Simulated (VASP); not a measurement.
TiO2: single point with PBEsol

Crystal: TiO2.

```
Ti O
1.0
    -1.91700    1.91700    4.81990
     1.91700   -1.91700    4.81990
     1.91700    1.91700   -4.81990
Ti O
2 4
Cartesian
  0.0000 0.0000 0.0000
  0.0000 1.9170 2.4100
  0.0000 0.0000 2.0060
  0.0000 1.9170 4.4160
  0.0000 1.9170 0.4039
  0.0000 0.0000 7.6338
```

```json
{
  "Program": "VASP 6.6.1",
  "Task": "single point",
  "Functional": "PBEsol",
  "Potentials or basis": "VASP PAW PBE potentials, release 64 (Ti_sv, O)",
  "Cutoff": "520 eV",
  "k mesh": "8 × 8 × 8",
  "Occupations": "methfessel-paxton, width 0.02 eV",
  "Spin": "no spin polarisation"
}
```

The pressure is -8.3 GPa. The largest force is 0.210 eV/Å and the band gap on the k mesh is 2.01 eV (least direct gap 2.31 eV).

Forces in eV/Å, atoms in the order of the input:
```
Ti   0.000  0.000  0.000
Ti   0.000  0.000  0.000
O    0.000  0.000 -0.210
O    0.000  0.000 -0.210
O    0.000  0.000  0.210
O    0.000  0.000  0.210
```

Stress tensor (GPa, compression positive):
```
-8.44  0.00  0.00
 0.00 -8.44  0.00
 0.00  0.00 -7.96
```

Levels at points of the mesh, in eV from the valence-band top:
| k point | band 20 | band 21 | band 22 | band 23 | band 24 | band 25 | band 26 | band 27 | band 28 | band 29 |
| --- | --- | --- | --- | --- | --- | --- | --- | --- | --- | --- |
| (0.00, 0.00, 0.00) | -0.76 | -0.76 | -0.73 | -0.41 | -0.41 | 2.01 | 2.71 | 3.79 | 3.79 | 3.83 |
| (0.50, 0.00, 0.00) | -1.89 | -1.87 | -0.87 | -0.86 | -0.61 | 3.08 | 3.37 | 3.39 | 3.48 | 4.10 |
| (0.50, 0.50, 0.00) | -2.55 | -1.99 | -1.99 | -0.01 | -0.01 | 3.18 | 3.18 | 3.64 | 3.64 | 4.67 |
| (0.50, 0.50, 0.50) | -1.31 | -1.24 | -1.24 | -0.10 | -0.10 | 2.35 | 2.35 | 3.58 | 3.58 | 4.05 |

Run time: 6.8 min on 1 thread of Intel Xeon 8259CL, on a shared host, peak memory 0.32 GiB.

Caveat: the cell stands under tension; the PAW data sets were made with another functional, which shifts forces and pressure a little. A k mesh can miss the band edges.
